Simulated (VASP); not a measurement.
# Al16P16H (a cell with a defect) in VASP: single point with PBEsol

Aim: the single point of Al16P16H (a cell with a defect) with PBEsol.

All numbers are computed with VASP 6.6.1; they aren't measurements. Logs are shortened: lines on timing, memory, paths and dates and some standing lists are left out, and cuts for length are marked.

### Step 1. The cell of the first run

The cell holds a defect, 33 atoms: a = 9.476 Å, b = 9.476 Å, c = 9.476 Å, α = 109.47°, β = 109.47°, γ = 109.47°.

### Step 2. Single point, PBEsol

INCAR

```
SYSTEM = Al16P16H
ALGO     = Normal         ! electronic algorithm
EDIFF    = 1E-6           ! SCF threshold, eV
ENCUT    = 520            ! plane-wave cutoff, eV
GGA      = PS             ! functional
ISIF     = 2              ! what is computed and relaxed
ISMEAR   = 0              ! smearing method
LASPH    = .True.         ! aspherical terms in the spheres
LCHARG   = .False.        ! write CHGCAR
LREAL    = Auto         
LWAVE    = .False.        ! write WAVECAR
NBANDS   = 86             ! bands
NELECT   = 130.0        
NELM     = 60             ! most SCF steps
PREC     = Accurate       ! precision mode
SIGMA    = 0.02           ! smearing width, eV
```

KPOINTS

```
Automatic mesh
0
Gamma
  2 2 2
  0.5 0.5 0.5
```

POSCAR

```
Al16P16H
1.0
   -5.4711284545      5.4711284545     -5.4711284545
    5.4711284545     -5.4711284545     -5.4711284545
   -5.4711284545     -5.4711284545      5.4711284545
Al P H
16 16 1
Direct
    0.5035063649      0.2500148756      0.2485411394
    0.2485096103      0.2500175259      0.5034657883
   -0.0000088647      0.2495512601      0.7689109358
    0.7514387634      0.0014468679      0.2549591024
    0.7691494607      0.2495576573      0.0000192830
    0.4978873230     -0.0031626017      0.4978705075
    0.2550078127      0.0015612867      0.7515375547
    0.0000119719      0.7533351729      0.2463310835
    0.9999862086      1.0315657998      1.0000030241
    0.7450244559      0.7465790712      0.4965556050
    0.4964654043      0.7464712324      0.7450651239
    0.2310204395      0.4805960090      0.2310490442
    0.2461996663      0.7532126204     -0.0000084078
    0.0000088647      0.4989957781      0.5021648683
    0.7537575720      0.5070191685      0.7537371009
    0.5020919401      0.4988979006     -0.0000084078
    0.4996541432     -0.0003516642      0.2498674654
    0.2499299754     -0.0002770909      0.4997378553
    0.0000208367     -0.0071835272      0.7409646901
    0.7500653721      0.7497539190      0.2498029449
    0.7409169852     -0.0072780232     -0.0000054833
    0.4909589534      0.7416479130      0.4910200011
    0.2497913385      0.7498233745      0.7501446062
    0.0000350019      0.5069067603      0.2556087856
   -0.0000159017      0.7651863843      0.0000327172
    0.7501985256      0.5000239937      0.5003128738
    0.5003060196      0.4999525277      0.7502077559
    0.2590635573      0.2518425607      0.2590365062
    0.2555266270      0.5067917931     -0.0000091389
   -0.0000195572      0.2506619999      0.5089703200
    0.7444640596      0.2512899325      0.7444197361
    0.5091461521      0.2506704077      0.0000411250
    0.9998865034      1.2442837079      1.0000976116
```

Potentials or basis: VASP PAW PBE potentials, release 64 (Al, P, H).

The run is started by

```console
cat potpaw_PBE.64/Al/POTCAR potpaw_PBE.64/P/POTCAR potpaw_PBE.64/H/POTCAR > POTCAR
mpirun -np 1 vasp_std > vasp.out
```

OUTCAR:

```text
SYSTEM = Al16P16H
   EDIFF = 1E-6
   ENCUT = 520
   GGA = PS
   ISIF = 2
   ISMEAR = 0
   LASPH = .True.
   LREAL = Auto
   NELECT = 130.0
   NELM = 60
   PREC = Accurate

 ion  position               nearest neighbor table
   1  0.504  0.250  0.249-  28 2.36  26 2.36  17 2.36  32 2.38
   2  0.249  0.250  0.503-  28 2.36  27 2.36  18 2.36  30 2.38
   3  1.000  0.250  0.769-  19 2.36  31 2.36  29 2.36  30 2.47
   4  0.751  0.001  0.255-  21 2.36  17 2.36  20 2.36  30 2.38
   5  0.769  0.250  0.000-  21 2.36  24 2.36  31 2.36  32 2.47
   6  0.498  0.997  0.498-  31 2.36  17 2.36  18 2.36  22 2.38
   7  0.255  0.002  0.752-  19 2.36  18 2.36  23 2.37  32 2.38
   8  0.000  0.753  0.246-  24 2.37  18 2.37  20 2.37  25 2.37
   9  1.000  0.032  0.000-  33 2.02  21 2.36  28 2.36  19 2.36  25 2.52
  10  0.745  0.747  0.497-  19 2.36  20 2.36  26 2.36  22 2.37
  11  0.496  0.746  0.745-  21 2.36  23 2.36  27 2.36  22 2.38
  12  0.231  0.481  0.231-  28 2.36  24 2.36  29 2.36  22 2.47
  13  0.246  0.753  1.000-  29 2.37  23 2.37  17 2.37  25 2.37
  14  0.000  0.499  0.502-  24 2.36  23 2.36  26 2.36  30 2.38
  15  0.754  0.507  0.754-  31 2.37  26 2.37  27 2.37  25 2.37
[... 15 lines left out ...]
  31  0.744  0.251  0.744-   3 2.36   5 2.36   6 2.36  15 2.37
  32  0.509  0.251  0.000-   7 2.38   1 2.38  16 2.38   5 2.47
  33  1.000  0.244  0.000-   9 2.02

  LATTYP: Found a body centered cubic cell.
 ALAT       =    10.9422569090

  Lattice vectors:

 A1 = (  -5.4711284545,   5.4711284545,  -5.4711284545)
 A2 = (   5.4711284545,  -5.4711284545,  -5.4711284545)
 A3 = (  -5.4711284545,  -5.4711284545,   5.4711284545)

Analysis of symmetry for initial positions (statically):
=====================================================================
 Subroutine PRICEL returns:
 Original cell was already a primitive cell.

 Routine SETGRP: Setting up the symmetry group for a
 body centered cubic supercell.

 Subroutine GETGRP returns: Found  1 space group operations
 (whereof  1 operations were pure point group operations)
 out of a pool of 48 trial point group operations.

The static configuration has the point symmetry C_1 .

Analysis of symmetry for dynamics (positions and initial velocities):
=====================================================================
 Subroutine PRICEL returns:
 Original cell was already a primitive cell.

 Routine SETGRP: Setting up the symmetry group for a
 body centered cubic supercell.

 Subroutine GETGRP returns: Found  1 space group operations
 (whereof  1 operations were pure point group operations)
 out of a pool of 48 trial point group operations.

The dynamic configuration has the point symmetry C_1 .

 Subroutine INISYM returns: Found  1 space group operations
 (whereof  1 operations are pure point group operations),
 and found     1 'primitive' translations

----------------------------------------------------------------------------------------

                                     Primitive cell

  volume of cell :     655.0745

  direct lattice vectors                    reciprocal lattice vectors
    -5.471128454  5.471128454 -5.471128454    -0.091388825  0.000000000 -0.091388825
     5.471128454 -5.471128454 -5.471128454     0.000000000 -0.091388825 -0.091388825
    -5.471128454 -5.471128454  5.471128454    -0.091388825 -0.091388825  0.000000000

  length of vectors
     9.476272458  9.476272458  9.476272458     0.129243316  0.129243316  0.129243316

  position of ions in fractional coordinates (direct lattice)
     0.503506365  0.250014876  0.248541139
     0.248509610  0.250017526  0.503465788
     0.999991135  0.249551260  0.768910936
     0.751438763  0.001446868  0.254959102
     0.769149461  0.249557657  0.000019283
     0.497887323  0.996837398  0.497870507
[... 25 lines left out ...]
     0.509146152  0.250670408  0.000041125
     0.999886503  0.244283708  0.000097612

  ion indices of the primitive-cell ions
   primitive index   ion index
                 1           1
                 2           2
                 3           3
                 4           4
                 5           5
                 6           6
[... 25 lines left out ...]
                32          32
                33          33

----------------------------------------------------------------------------------------

 KPOINTS: Automatic mesh

Automatic generation of k-mesh.
 Grid dimensions read from file:
 generate k-points for:    2    2    2

 Generating k-lattice:

  Cartesian coordinates                     Fractional coordinates (reciprocal lattice)
    -0.045694412  0.000000000 -0.045694412     0.500000000  0.000000000  0.000000000
     0.000000000 -0.045694412 -0.045694412     0.000000000  0.500000000  0.000000000
    -0.045694412 -0.045694412  0.000000000     0.000000000  0.000000000  0.500000000

  Length of vectors
     0.064621658  0.064621658  0.064621658

  Shift w.r.t. Gamma in fractional coordinates (k-lattice)
     0.500000000  0.500000000  0.500000000

 Subroutine IBZKPT returns following result:
 ===========================================

 Found      4 irreducible k-points:

 Following reciprocal coordinates:
            Coordinates               Weight
  0.250000  0.250000  0.250000      2.000000
 -0.250000  0.250000  0.250000      2.000000
  0.250000 -0.250000  0.250000      2.000000
  0.250000  0.250000 -0.250000      2.000000
   k-points           NKPTS =      4   k-points in BZ     NKDIM =      4   number of bands    NBANDS=     86
   number of dos      NEDOS =    301   number of ions     NIONS =     33
   total plane-waves  NPLWV = 343000
   dimension x,y,z NGX =    70 NGY =   70 NGZ =   70
   dimension x,y,z NGXF=   140 NGYF=  140 NGZF=  140
   ions per type =              16  16   1
   NGX,Y,Z   is equivalent  to a cutoff of  12.28, 12.28, 12.28 a.u.
   NGXF,Y,Z  is equivalent  to a cutoff of  24.56, 24.56, 24.56 a.u.
 SYSTEM =  Al16P16H
   PREC   = accura    normal or accurate (medium, high low for compatibility)
   ISTART =      0    job   : 0-new  1-cont  2-samecut
   ICHARG =      2    charge: 1-file 2-atom 10-const
   ISPIN  =      1    spin polarized calculation?
   LNONCOLLINEAR =      F non collinear calculations
   LSORBIT =      F    spin-orbit coupling
   LASPH  =      T    aspherical Exc in radial PAW
   ENCUT  =  520.0 eV  38.22 Ry    6.18 a.u.  17.62 17.62 17.62*2*pi/ulx,y,z
   NELM   =     60;   NELMIN=  2; NELMDL= -5     # of ELM steps
   EDIFF  = 0.1E-05   stopping-criterion for ELM
   LREAL  =      T    real-space projection
   EDIFFG = 0.1E-04   stopping-criterion for IOM
   NSW    =      0    number of steps for IOM
   IBRION =     -1    ionic relax: 0-MD 1-quasi-New 2-CG
   NFREE  =      0    steps in history (QN), initial steepest desc. (CG)
   ISIF   =      2    stress and relaxation
   ISYM   =      2    0-nonsym 1-usesym 2-fastsym
   POTIM  = 0.5000    time-step for ionic-motion
   TEBEG  =    0.0;   TEEND  =   0.0 temperature during run
   PSTRESS=    0.0 pullay stress
   NELECT =     130.0000    total number of electrons
   NUPDOWN=      -1.0000    fix difference up-down
   EMIN   =  10.00;   EMAX   =-10.00  energy-range for DOS
   EFERMI =   0.00;   METHOD = LEGACY
   ISMEAR =     0;   SIGMA  =   0.02  broadening in eV -4-tet -1-fermi 0-gaus
   EFERMI_NEDOS =   21; number of points for ismear=-14 and -15
   IALGO  =     38    algorithm
   IMIX   =      4    mixing-type and parameters
     AMIX     =   0.40;   BMIX     =  1.00
     AMIX_MAG =   1.60;   BMIX_MAG =  1.00
  volume/ion in A,a.u.               =      19.85       133.96
  Fermi-wavevector in a.u.,A,eV,Ry     =   0.954903  1.804504 12.406320  0.911839
  Thomas-Fermi vector in A             =   2.083691
   LORBIT       =      0    0 simple, 1 ext, 2 COOP (PROOUT), +10 PAW based schemes
   GGA     = PS    functional components
   LHFCALC =     F    Hartree Fock is set to
   AEXX    =    0.0000 exact exchange contribution
   IVDW    =     0    specifies the selected vdW correction
   LEPSILON=     F    determine dielectric tensor
   LRPA    =     F    only Hartree local field effects (RPA)
 non-spin polarized calculation
 Gauss-broadening in eV      SIGMA  =   0.02
  energy-cutoff  :      520.00
  volume of cell :      655.07
 maximum number of plane-waves:     17628
 NGX is ok and might be reduce to    70
   NGX = 35   NGY = 35   NGZ = 35

 number of electron     129.9999986 magnetization

 Free energy of the ion-electron system (eV)
  ---------------------------------------------------
  ext. energy  EPLUGINS =         0.00000000
  ---------------------------------------------------
  free energy    TOTEN  =      -172.78388099 eV

  energy without entropy =     -172.78388099  energy(sigma->0) =     -172.78388099

 E-fermi :   4.6046     XC(G=0):  -9.4024

 val. band max:        4.4934562329   @ k =  -0.2500   0.2500   0.2500
 cond. band min:       6.5021211051   @ k =   0.2500   0.2500  -0.2500
 fundamental gap:      2.0086648722
 Fermi energy:         4.6045792815

 k-point     1 :       0.2500    0.2500    0.2500
  band No.  band energies     occupation
      1      -6.3983      2.00000
      2      -6.3759      2.00000
      3      -6.3757      2.00000
      4      -6.3597      2.00000
      5      -5.1225      2.00000
      6      -5.1224      2.00000
[... 69 lines left out ...]
     76       7.2709      0.00000
     77       7.6578      0.00000

 k-point     2 :      -0.2500    0.2500    0.2500
  band No.  band energies     occupation
      1      -6.8087      2.00000
      2      -6.0239      2.00000
      3      -6.0084      2.00000
      4      -5.9136      2.00000
      5      -5.8941      2.00000
      6      -5.4534      2.00000
[... 69 lines left out ...]
     76       8.1781      0.00000
     77       8.1802      0.00000

 k-point     3 :       0.2500   -0.2500    0.2500
  band No.  band energies     occupation
      1      -6.8087      2.00000
      2      -6.0239      2.00000
      3      -6.0084      2.00000
      4      -5.9138      2.00000
      5      -5.8940      2.00000
      6      -5.4534      2.00000
[... 69 lines left out ...]
     76       8.1783      0.00000
     77       8.1799      0.00000

 k-point     4 :       0.2500    0.2500   -0.2500
  band No.  band energies     occupation
      1      -6.8087      2.00000
      2      -6.0239      2.00000
      3      -6.0084      2.00000
      4      -5.9141      2.00000
      5      -5.8937      2.00000
      6      -5.4534      2.00000
[... 69 lines left out ...]
     76       8.1786      0.00000
     77       8.1797      0.00000
 [bands above 77 left out]

------------------------ aborting loop because EDIFF is reached ----------------------------------------

  FORCE on cell =-STRESS in cart. coord.  units (eV):
  Direction    XX          YY          ZZ          XY          YZ          ZX
  --------------------------------------------------------------------------------------
  -------------------------------------------------------------------------------------
  Total        8.6189262      8.6169115      8.6203164      0.2731593     -0.2688359      0.2714366
  in kB       21.0801171     21.0751896     21.0835171      0.6680913     -0.6575172      0.6638779
  external PRESSURE =      21.0796079 kB  Pullay stress =       0.0000000 kB

 VOLUME and BASIS-vectors are now :
 -----------------------------------------------------------------------------
  energy-cutoff  :      520.00
  volume of cell :      655.07
      direct lattice vectors                 reciprocal lattice vectors
    -5.471128454  5.471128454 -5.471128454    -0.091388825  0.000000000 -0.091388825
     5.471128454 -5.471128454 -5.471128454     0.000000000 -0.091388825 -0.091388825
    -5.471128454 -5.471128454  5.471128454    -0.091388825 -0.091388825  0.000000000

 POSITION                                       TOTAL-FORCE (eV/Angst)
 -----------------------------------------------------------------------------------
     -2.74668      0.02708     -2.76281         0.002106      0.004474     -0.004182
     -2.74628     -2.76278      0.02702         0.000122     -0.002394      0.003028
     -8.31256     -0.10106     -2.62960         0.000976      0.000210     -0.000678
     -5.49822      2.70839     -2.72422        -0.002561     -0.002816     -0.001956
     -2.84286      2.84265     -5.57337        -0.000617      0.000703     -0.000552
      0.00591     -5.45373     -5.45392        -0.002534      0.005393      0.006559
[... 25 lines left out ...]
     -1.41438      1.41393     -4.15683         0.007156     -0.006797      0.007011
     -4.13453      4.13347     -6.80648         0.004476     -0.003295     -0.004373
 -----------------------------------------------------------------------------------
    total drift:                               -0.009469      0.010603      0.008338

  FREE ENERGIE OF THE ION-ELECTRON SYSTEM (eV)
  ---------------------------------------------------
  free  energy   TOTEN  =      -172.7838809910 eV

  energy  without entropy=     -172.7838809910  energy(sigma->0) =     -172.78388099
```

Wall time 5 min (1 thread of Intel Xeon Platinum 8259CL at 2.50GHz (Skylake/Cascade Lake), shared host); peak memory 0.73 GiB.

Results:

```yaml
Free_energy: -172.7839 eV
Largest_force: 0.014 eV/Å
```

Forces on the atoms (eV/Å):
```
Al   0.002  0.004 -0.004
Al   0.000 -0.002  0.003
Al   0.001  0.000 -0.001
Al  -0.003 -0.003 -0.002
Al  -0.001  0.001 -0.001
Al  -0.003  0.005  0.007
Al  -0.005  0.000 -0.004
Al   0.005  0.003 -0.004
Al   0.005 -0.006 -0.004
Al   0.003  0.001  0.004
Al   0.004  0.004 -0.003
Al   0.000  0.000  0.000
Al   0.005 -0.006 -0.001
Al  -0.004  0.003  0.005
Al  -0.001 -0.006 -0.004
Al  -0.007  0.006  0.002
P    0.000 -0.001  0.001
P    0.001  0.000  0.000
P   -0.002 -0.002  0.002
P    0.000  0.000 -0.001
P   -0.002  0.002 -0.001
P   -0.006 -0.006 -0.006
P    0.001  0.000  0.001
P    0.000 -0.001  0.001
P   -0.008  0.009  0.008
P   -0.001 -0.001  0.000
P    0.000 -0.001  0.000
P    0.000  0.001  0.003
P    0.000  0.000 -0.001
P    0.005  0.006 -0.005
P    0.000  0.000  0.001
P    0.007 -0.007  0.007
H    0.004 -0.003 -0.004
```

Caveat: the cell carries a net charge on a neutralising background, which shifts energy and pressure; the cell is charged against a uniform background, so pressure and absolute levels hang on convention; the PAW data sets were made with another functional, which shifts forces and pressure a little.
